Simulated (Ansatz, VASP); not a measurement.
**Te in VASP and in Ansatz**

The input INCAR:

```
SYSTEM = Te
PREC     = Accurate       ! precision mode
ENCUT    = 520            ! plane-wave cutoff, eV
EDIFF    = 1E-7           ! SCF threshold, eV
ISMEAR   = 0              ! smearing method
SIGMA    = 0.2            ! smearing width, eV
LREAL    = .FALSE.        ! projectors in reciprocal space
LASPH    = .TRUE.         ! aspherical terms in the spheres
NELM     = 80             ! most SCF steps
ALGO     = Normal         ! electronic algorithm
ISIF     = 2              ! what is computed and relaxed
LWAVE    = .FALSE.        ! write WAVECAR
LCHARG   = .FALSE.        ! write CHGCAR
GGA      = PE             ! functional
NBANDS   = 20             ! bands
```

KPOINTS

```
Automatic mesh
0
G
  6 4 4
  0 0 0
```

File POSCAR:

```
Te
1.0
   -2.2714360042      2.2737622981      0.0000000000
    0.0000000000      0.0000000000     -6.3479404500
   -4.5428720083     -4.5475245962      0.0000000000
Te
4
Direct
    0.5000000000      0.7500000000      0.7500000000
    0.5000000000      0.2500000000      0.7500000000
    0.5000000000      0.7500000000      0.2500000000
    0.5000000000      0.2500000000      0.2500000000
```

Input for Ansatz:

```yaml
crystal:
  lattice:
    - [-2.2714360042, 2.2737622981, 0.0]
    - [0.0, 0.0, -6.34794045]
    - [-4.5428720083, -4.5475245962, 0.0]
  atoms:
    - { symbol: Te, position: [0.5, 0.75, 0.75] }
    - { symbol: Te, position: [0.5, 0.25, 0.75] }
    - { symbol: Te, position: [0.5, 0.75, 0.25] }
    - { symbol: Te, position: [0.5, 0.25, 0.25] }
basis:
  ecutwfc: 420
kpoints:
  mp_grid: { grid: [6, 4, 4] }
hamiltonian:
  xc: pbe
scf:
  occupations: { method: gaussian, width: 0.2 }
  lower_state_search: "off"
output:
  forces: true
  stress: true
  eigenvalues: true
```

Alike in both runs: task single point; functional PBE; k mesh 6 × 4 × 4; occupations gaussian, width 0.2 eV; no spin polarisation.

|  | VASP | Ansatz |
| --- | --- | --- |
| version | VASP 6.6.1 | Ansatz 0.2.0 |
| potentials or method | VASP PAW PBE potentials, release 64 (Te), cutoff 520 eV | scalar-relativistic, plane waves, PAW |
| valence electrons in the cell | 24 | 64 |

```tsv
	VASP	Ansatz	Ansatz less VASP
gap on the k mesh at the Fermi level (eV)	none	none	-
pressure (GPa)	0.1	0.1	+0.04
traceless stress, the component that is largest in VASP (GPa)	-2.08	-2.08	-0.001
```

A gap of «none» marks a metal or a gap that the smearing closes. VASP's potentials hold 24 valence electrons a cell and Ansatz's 64, so a difference there can come from the potentials and not from the codes.

Spin-orbit coupling is off throughout.
